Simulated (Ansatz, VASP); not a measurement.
**CdTe in VASP and in Ansatz**

Contents of INCAR:

```
ALGO = Normal
EDIFF = 1E-8
ENCUT = 520
GGA = PE
ISIF = 2
ISMEAR = -1
LASPH = T
LCHARG = F
LEFG = T
LREAL = F
LWAVE = F
NBANDS = 26
NELM = 100
PREC = Accurate
SIGMA = 0.05
```

KPOINTS

```
k-points
0
Gamma
  9 9 6
```

The input POSCAR:

```
CdTe
1.0
    3.0447179573     -3.0738391863      0.0000000000
    3.0447179573      3.0738391863      0.0000000000
    0.0000000000      0.0000000000      6.0497739093
Cd Te
2 2
Direct
    0.2770300000      0.7229700000      0.7500000000
    0.7229700000      0.2770300000      0.2500000000
    0.7661370000      0.2338630000      0.7500000000
    0.2338630000      0.7661370000      0.2500000000
```

Input for Ansatz:

```yaml
crystal:
  lattice:
    - [3.0447179573, -3.0738391863, 0.0]
    - [3.0447179573, 3.0738391863, 0.0]
    - [0.0, 0.0, 6.0497739093]
  atoms:
    - { symbol: Cd, position: [0.27703, 0.72297, 0.75] }
    - { symbol: Cd, position: [0.72297, 0.27703, 0.25] }
    - { symbol: Te, position: [0.766137, 0.233863, 0.75] }
    - { symbol: Te, position: [0.233863, 0.766137, 0.25] }
kpoints:
  mp_grid: { grid: [9, 9, 6] }
scf:
  occupations: { method: fermi_dirac, width: 0.05 }
hamiltonian:
  xc: pbe
  pseudopotentials: { kind: all_electron, datasets: crystal }
output:
  forces: true
  stress: true
  eigenvalues: true
  efg: { contact_densities: true }
```

Change from the starting cell: volume scaled by 0.98, crystal datasets.

Alike in both runs: task electric field gradients; functional PBE; k mesh 9 × 9 × 6; occupations fermi-dirac, width 0.05 eV; no spin polarisation.

|  | VASP | Ansatz |
| --- | --- | --- |
| version | VASP 6.6.1 | Ansatz 0.2.0 |
| potentials or method | VASP PAW PBE potentials, release 64 (Cd, Te), cutoff 520 eV | all-electron PAW with datasets made for the crystal, scalar-relativistic |

```tsv
	VASP	Ansatz	Ansatz less VASP
pressure (GPa)	0.9	0.7	-0.16
traceless stress, the component that is largest in VASP (GPa)	0.30	0.29	-0.007
rms of the force components (eV/Å)	0.022	0.022	-0.0005
size of Vzz on the site where it differs most (V/Å²)	8.5	9.3	+0.77
```

Atom by atom the forces differ by 0.003 eV/Å (rms over components). Ansatz ran all-electron here, and VASP with PAW potentials.

Neither program's run includes spin-orbit coupling.
